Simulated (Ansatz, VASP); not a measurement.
**SiMo3 in VASP and in Ansatz**

```
Si Mo
1.0
     5.15328    0.00000    0.00000
     0.00000    5.15328    0.00000
     0.00000    0.00000    4.86159
Si Mo
2 6
Cartesian
  0.0000 0.0000 0.0000
  2.5766 2.5766 2.4308
  1.2883 0.0000 2.4308
  2.5766 3.8650 0.0000
  3.8650 0.0000 2.4308
  2.5766 1.2883 0.0000
  0.0000 2.5766 3.6462
  0.0000 2.5766 1.2154
```

Change from the starting cell: strain +0.0600 x Voigt [1, 1, 0, 0, 0, 0], atoms carried along.

Alike in both runs: task single point; functional PBEsol; k mesh 8 × 8 × 8; occupations gaussian, width 0.15 eV; no spin polarisation.

|  | VASP | Ansatz |
| --- | --- | --- |
| version | VASP 6.6.1 | Ansatz 0.2.0 |
| potentials or method | VASP PAW PBE potentials, release 64 (Si, Mo_sv), cutoff 520 eV | scalar-relativistic, plane waves, PAW |
| valence electrons in the cell | 92 | 92 |

VASP gave:

```
gap on the k mesh at the Fermi level (eV)                     : none
pressure (GPa)                                                : -23.0
traceless stress, the component that is largest in VASP (GPa) : 9.65
rms of the force components (eV/Å)                            : 0.028
```

Task: Which values does Ansatz return?

Result: gap on the k mesh at the Fermi level (eV): none; pressure (GPa): -23.4; traceless stress, the component that is largest in VASP (GPa): 9.55; rms of the force components (eV/Å): 0.029.

VASP's potentials were made for PBE, not for PBEsol. Atom by atom the forces differ by 0.000 eV/Å (rms over components). A gap of «none» marks a metal or a gap that the smearing closes. With one functional, cell and mesh, what is left measures potentials, basis and numerics.
